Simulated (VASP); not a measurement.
The system is Ce.

```
Ce
1.0
     0.00000    2.33904    2.33904
     2.33904    0.00000    2.33904
     2.33904    2.33904    0.00000
Ce
1
Direct
  0.00000 0.00000 0.00000
```

Base run:

| Property | Result |
| --- | --- |
| Program | VASP 6.6.1 |
| Functional | r2SCAN |
| Potentials or basis | VASP PAW PBE potentials, release 64 (Ce) |
| Cutoff | 520 eV |
| k mesh | 12 × 12 × 12 |
| Occupations | fermi-dirac, width 0.1 eV |
| Spin | no spin polarisation |

Its results: band gap on the k mesh zero (band 6 reaches 10.40 eV, above the bottom of band 7 at 9.87 eV); pressure -0.4 GPa.

Task: After a change of settings the same cell gave: band gap on the k mesh zero (band 6 reaches 10.46 eV, above the bottom of band 7 at 9.90 eV); pressure 1.1 GPa. Which change was it?
A. occupations from fermi-dirac, width 0.1 eV to fermi-dirac, width 0.2 eV
B. k mesh from 12 × 12 × 12 to 4 × 4 × 4
C. k mesh from 12 × 12 × 12 to 6 × 6 × 6; further incar settings from ALGO = Normal; EDIFF = 1e-06; NBANDS = 12 to ALGO = Normal; EDIFF = 1e-07; NBANDS = 12
D. k mesh from 12 × 12 × 12 to 9 × 9 × 9

Result: A.

Caveats: the PAW data sets were made with another functional, which shifts forces and pressure a little; spin-orbit coupling is left out, which moves the levels of the heavy elements.
